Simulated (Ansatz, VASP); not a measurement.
## Pb: VASP and Ansatz over several settings

```
Pb
1.0
    -2.00571    2.00571    2.00571
     2.00571   -2.00571    2.00571
     2.00571    2.00571   -2.00571
Pb
1
Direct
  0.00000 0.00000 0.00000
```

Single points on this cell with VASP 6.6.1 and Ansatz 0.2.0. Each row is one pair of runs. Alike in all rows: spin: off; smearing: fermi-dirac, width 0.05 eV.

```tsv
level	k mesh	VASP's potentials, cutoff	Ansatz's potentials, cutoff	gap on the k mesh at the Fermi level (eV), VASP	gap on the k mesh at the Fermi level (eV), Ansatz	pressure (GPa), VASP	pressure (GPa), Ansatz
HSE06	6 × 6 × 6	VASP PAW PBE potentials, release 64 (Pb_d), 520 eV	Ansatz PAW, 420 eV	none	none	-2.0	-2.0
r2SCAN	9 × 9 × 9	VASP PAW PBE potentials, release 64 (Pb_d), 520 eV	Ansatz PAW, 500 eV	none	none	-1.9	-1.9
LDA	9 × 9 × 9	VASP PAW LDA potentials, release 64 (Pb_d), 520 eV	Ansatz PAW, 420 eV	none	none	-4.5	-4.6
```

Pressure (GPa): the two programs differ by at most 0.03.

A gap of «none» marks a metal or a gap that the smearing closes.

The k mesh is coarse in some rows, so the values compare programs but aren't converged. Neither program's run includes spin-orbit coupling.
